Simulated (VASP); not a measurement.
# Al4P (I4/mmm) in VASP: further runs, part 2 of 3

VASP 6.6.1. Earlier steps stand in the parts before.

**3. Single point, PBE**

This run uses another cell than the first one, of 18.68 Å³/atom.

INCAR

```
ALGO = Normal
EDIFF = 1E-6
ENCUT = 520
GGA = PE
ISIF = 2
ISMEAR = 0
LASPH = T
LCHARG = F
LREAL = F
LWAVE = F
NBANDS = 16
NELM = 60
PREC = Accurate
SIGMA = 0.1
```

KPOINTS

```
k-points
0
Gamma
  6 6 6
```

POSCAR

```
Al4P
1.0
   -2.5018953914      2.5018953914      3.7310667094
    2.5018953914     -2.5018953914      3.7310667094
    2.5018953914      2.5018953914     -3.7310667094
Al P
4 1
Direct
    0.3183657211      0.3183657211      0.0000000000
    0.6816342789      0.6816342789      0.0000000000
    0.5000000000      0.0000000000      0.5000000000
    0.0000000000      0.5000000000      0.5000000000
    0.0000000000      0.0000000000      0.0000000000
```

Potentials or basis: VASP PAW PBE potentials, release 64 (Al, P).

Command:

```sh
$ cat potpaw_PBE.64/Al/POTCAR potpaw_PBE.64/P/POTCAR > POTCAR
$ mpirun -np 1 vasp_std > vasp.out
```

OUTCAR:

```text
EDIFF = 1E-6
   ENCUT = 520
   GGA = PE
   ISIF = 2
   ISMEAR = 0
   LASPH = T
   LREAL = F
   NELM = 60
   PREC = Accurate

 ion  position               nearest neighbor table
   1  0.318  0.318  0.000-   5 2.38   2 2.71   4 2.85   3 2.85   3 2.85   4 2.85
   2  0.682  0.682  0.000-   5 2.38   1 2.71   3 2.85   4 2.85   4 2.85   3 2.85
   3  0.500  0.000  0.500-   5 2.50   5 2.50   1 2.85   2 2.85   1 2.85   2 2.85
   4  0.000  0.500  0.500-   5 2.50   5 2.50   2 2.85   1 2.85   1 2.85   2 2.85
   5  0.000  0.000  0.000-   1 2.38   2 2.38   3 2.50   4 2.50   4 2.50   3 2.50

  LATTYP: Found a body centered tetragonal cell.
 ALAT       =     5.0037907828
 C/A-ratio  =     1.4912960479

  Lattice vectors:

 A1 = (  -2.5018953914,   2.5018953914,   3.7310667094)
 A2 = (   2.5018953914,  -2.5018953914,   3.7310667094)
 A3 = (   2.5018953914,   2.5018953914,  -3.7310667094)

Analysis of symmetry for initial positions (statically):
=====================================================================
 Subroutine PRICEL returns:
 Original cell was already a primitive cell.

 Routine SETGRP: Setting up the symmetry group for a
 body centered tetragonal supercell.

 Subroutine GETGRP returns: Found 16 space group operations
 (whereof 16 operations were pure point group operations)
 out of a pool of 16 trial point group operations.

The static configuration has the point symmetry D_4h.

Analysis of symmetry for dynamics (positions and initial velocities):
=====================================================================
 Subroutine PRICEL returns:
 Original cell was already a primitive cell.

 Routine SETGRP: Setting up the symmetry group for a
 body centered tetragonal supercell.

 Subroutine GETGRP returns: Found 16 space group operations
 (whereof 16 operations were pure point group operations)
 out of a pool of 16 trial point group operations.

The dynamic configuration has the point symmetry D_4h.

 Subroutine INISYM returns: Found 16 space group operations
 (whereof 16 operations are pure point group operations),
 and found     1 'primitive' translations

----------------------------------------------------------------------------------------

                                     Primitive cell

  volume of cell :      93.4182

  direct lattice vectors                    reciprocal lattice vectors
    -2.501895391  2.501895391  3.731066709     0.000000000  0.199848484  0.134009933
     2.501895391 -2.501895391  3.731066709     0.199848484  0.000000000  0.134009933
     2.501895391  2.501895391 -3.731066709     0.199848484  0.199848484  0.000000000

  length of vectors
     5.141966539  5.141966539  5.141966539     0.240620196  0.240620196  0.282628436

  position of ions in fractional coordinates (direct lattice)
     0.318365721  0.318365721  0.000000000
     0.681634279  0.681634279  0.000000000
     0.500000000  0.000000000  0.500000000
     0.000000000  0.500000000  0.500000000
     0.000000000  0.000000000  0.000000000

  ion indices of the primitive-cell ions
   primitive index   ion index
                 1           1
                 2           2
                 3           3
                 4           4
                 5           5

[... 29 lines left out ...]
  0.166667 -0.000000  0.000000      8.000000
  0.333333  0.000000  0.000000      8.000000
  0.500000 -0.000000  0.000000      4.000000
  0.166667  0.166667  0.000000      8.000000
  0.333333  0.166667  0.000000     16.000000
[... 16 lines left out ...]
 -0.333333 -0.333333  0.166667      8.000000
 -0.166667 -0.333333  0.166667      8.000000
 [... further k-points ...]
   k-points           NKPTS =     30   k-points in BZ     NKDIM =     30   number of bands    NBANDS=     16
   number of dos      NEDOS =    301   number of ions     NIONS =      5
   total plane-waves  NPLWV =  64000
   dimension x,y,z NGX =    40 NGY =   40 NGZ =   40
   dimension x,y,z NGXF=    80 NGYF=   80 NGZF=   80
   ions per type =               4   1
   NGX,Y,Z   is equivalent  to a cutoff of  12.93, 12.93, 12.93 a.u.
   NGXF,Y,Z  is equivalent  to a cutoff of  25.86, 25.86, 25.86 a.u.
 SYSTEM =  unknown system
   PREC   = accura    normal or accurate (medium, high low for compatibility)
   ISTART =      0    job   : 0-new  1-cont  2-samecut
   ICHARG =      2    charge: 1-file 2-atom 10-const
   ISPIN  =      1    spin polarized calculation?
   LNONCOLLINEAR =      F non collinear calculations
   LSORBIT =      F    spin-orbit coupling
   LASPH  =      T    aspherical Exc in radial PAW
   ENCUT  =  520.0 eV  38.22 Ry    6.18 a.u.   9.56  9.56  9.56*2*pi/ulx,y,z
   NELM   =     60;   NELMIN=  2; NELMDL= -5     # of ELM steps
   EDIFF  = 0.1E-05   stopping-criterion for ELM
   LREAL  =      F    real-space projection
   EDIFFG = 0.1E-04   stopping-criterion for IOM
   NSW    =      0    number of steps for IOM
   IBRION =     -1    ionic relax: 0-MD 1-quasi-New 2-CG
   NFREE  =      0    steps in history (QN), initial steepest desc. (CG)
   ISIF   =      2    stress and relaxation
   ISYM   =      2    0-nonsym 1-usesym 2-fastsym
   POTIM  = 0.5000    time-step for ionic-motion
   TEBEG  =    0.0;   TEEND  =   0.0 temperature during run
   PSTRESS=    0.0 pullay stress
   NELECT =      17.0000    total number of electrons
   NUPDOWN=      -1.0000    fix difference up-down
   EMIN   =  10.00;   EMAX   =-10.00  energy-range for DOS
   EFERMI =   0.00;   METHOD = LEGACY
   ISMEAR =     0;   SIGMA  =   0.10  broadening in eV -4-tet -1-fermi 0-gaus
   EFERMI_NEDOS =   21; number of points for ismear=-14 and -15
   IALGO  =     38    algorithm
   IMIX   =      4    mixing-type and parameters
     AMIX     =   0.40;   BMIX     =  1.00
     AMIX_MAG =   1.60;   BMIX_MAG =  1.00
  volume/ion in A,a.u.               =      18.68       126.08
  Fermi-wavevector in a.u.,A,eV,Ry     =   0.927714  1.753125 11.709895  0.860653
  Thomas-Fermi vector in A             =   2.053813
   LORBIT       =      0    0 simple, 1 ext, 2 COOP (PROOUT), +10 PAW based schemes
   GGA     = PE    functional components
   LHFCALC =     F    Hartree Fock is set to
   AEXX    =    0.0000 exact exchange contribution
   IVDW    =     0    specifies the selected vdW correction
   LEPSILON=     F    determine dielectric tensor
   LRPA    =     F    only Hartree local field effects (RPA)
 non-spin polarized calculation
 Gauss-broadening in eV      SIGMA  =   0.10
  energy-cutoff  :      520.00
  volume of cell :       93.42
 maximum number of plane-waves:      2535
 NGX is ok and might be reduce to    40
   NGX = 19   NGY = 19   NGZ = 19

 number of electron      17.0000000 magnetization

 Free energy of the ion-electron system (eV)
  ---------------------------------------------------
  ext. energy  EPLUGINS =         0.00000000
  ---------------------------------------------------
  free energy    TOTEN  =       -19.56211614 eV

  energy without entropy =      -19.55514519  energy(sigma->0) =      -19.55863066

 E-fermi :   6.5071     XC(G=0):  -9.7550

 val. band max:        6.5069892691   @ k =   0.1667  -0.0000   0.0000
 cond. band min:       6.5388052048   @ k =  -0.3333   0.3333   0.0000
 fundamental gap:      0.0318159357
 Fermi energy:         6.5071150191

 k-point     1 :       0.0000    0.0000    0.0000
  band No.  band energies     occupation
      1      -5.7538      2.00000
      2       0.2594      2.00000
      3       1.9736      2.00000
      4       2.3390      2.00000
      5       2.3390      2.00000
      6       4.5343      2.00000
[... 433 lines left out ...]
      3       1.2995      2.00000
      4       1.8457      2.00000
      5       2.1755      2.00000
      6       4.0856      2.00000
[... 8 lines left out ...]
     15      10.9876      0.00000
     16      11.6141      0.00000

 [... further k-points ...]

------------------------ aborting loop because EDIFF is reached ----------------------------------------

  FORCE on cell =-STRESS in cart. coord.  units (eV):
  Direction    XX          YY          ZZ          XY          YZ          ZX
  --------------------------------------------------------------------------------------
  -------------------------------------------------------------------------------------
  Total        0.0970226      0.0970226      0.0235434      0.0000000      0.0000000      0.0000000
  in kB        1.6639963      1.6639963      0.4037839      0.0000000      0.0000000      0.0000000
  external PRESSURE =       1.2439255 kB  Pullay stress =       0.0000000 kB

 VOLUME and BASIS-vectors are now :
 -----------------------------------------------------------------------------
  energy-cutoff  :      520.00
  volume of cell :       93.42
      direct lattice vectors                 reciprocal lattice vectors
    -2.501895391  2.501895391  3.731066709     0.000000000  0.199848484  0.134009933
     2.501895391 -2.501895391  3.731066709     0.199848484  0.000000000  0.134009933
     2.501895391  2.501895391 -3.731066709     0.199848484  0.199848484  0.000000000

 POSITION                                       TOTAL-FORCE (eV/Angst)
 -----------------------------------------------------------------------------------
      0.00000      0.00000      2.37569        -0.000000     -0.000000      0.014827
      0.00000      0.00000      5.08645         0.000000      0.000000     -0.014827
      0.00000      2.50190      0.00000         0.000000      0.000000     -0.000000
      2.50190      0.00000      0.00000         0.000000      0.000000     -0.000000
      0.00000      0.00000      0.00000         0.000000      0.000000     -0.000000
 -----------------------------------------------------------------------------------
    total drift:                                0.000000      0.000000      0.000000

  FREE ENERGIE OF THE ION-ELECTRON SYSTEM (eV)
  ---------------------------------------------------
  free  energy   TOTEN  =       -19.5621161400 eV

  energy  without entropy=      -19.5551451867  energy(sigma->0) =      -19.55863066
```

OSZICAR:

```text
N       E                     dE             d eps       ncg     rms          rms(c)
DAV:   1     0.190007195432E+02    0.19001E+02   -0.57596E+03   960   0.816E+02
DAV:   2    -0.182528346892E+02   -0.37254E+02   -0.34557E+02  1288   0.108E+02
DAV:   3    -0.199980498497E+02   -0.17452E+01   -0.17202E+01  1232   0.216E+01
DAV:   4    -0.200173453559E+02   -0.19296E-01   -0.19290E-01  1256   0.280E+00
DAV:   5    -0.200176663184E+02   -0.32096E-03   -0.32095E-03  1304   0.374E-01    0.538E+00
DAV:   6    -0.196049119670E+02    0.41275E+00   -0.68786E-01  1192   0.414E+00    0.304E+00
DAV:   7    -0.195701626966E+02    0.34749E-01   -0.25364E-01  1264   0.232E+00    0.163E+00
DAV:   8    -0.195632665717E+02    0.68961E-02   -0.31129E-02  1200   0.918E-01    0.221E-01
DAV:   9    -0.195621610393E+02    0.11055E-02   -0.75050E-03  1168   0.504E-01    0.746E-02
DAV:  10    -0.195621144281E+02    0.46611E-04   -0.72994E-04  1176   0.160E-01    0.400E-02
DAV:  11    -0.195621145620E+02   -0.13383E-06   -0.52295E-05  1296   0.426E-02    0.372E-02
DAV:  12    -0.195621172852E+02   -0.27232E-05   -0.76990E-06  1224   0.138E-02    0.151E-02
DAV:  13    -0.195621162261E+02    0.10591E-05   -0.11557E-06   792   0.560E-03    0.159E-03
DAV:  14    -0.195621161400E+02    0.86075E-07   -0.12242E-07   616   0.217E-03
   1 F= -.19562116E+02 E0= -.19558631E+02  d E =-.697095E-02
```

It took 34 s on 1 thread of Intel Xeon 6975P-C (Granite Rapids), shared host; peak memory 0.23 GiB.

What came out:

```yaml
Free_energy: -19.5621 eV
Pressure: 0.1 GPa
Largest_force: 0.015 eV/Å
Band_gap_on_the_k_mesh: zero (an odd number of electrons rules out a gap without spin polarisation)
```

Forces on the atoms (eV/Å):
```
Al   0.000  0.000  0.015
Al   0.000  0.000 -0.015
Al   0.000  0.000  0.000
Al   0.000  0.000  0.000
P    0.000  0.000  0.000
```

Stress tensor (GPa, compression positive):
```
0.17 0.00 0.00
0.00 0.17 0.00
0.00 0.00 0.04
```

(Part 2 of 3 ends here.)
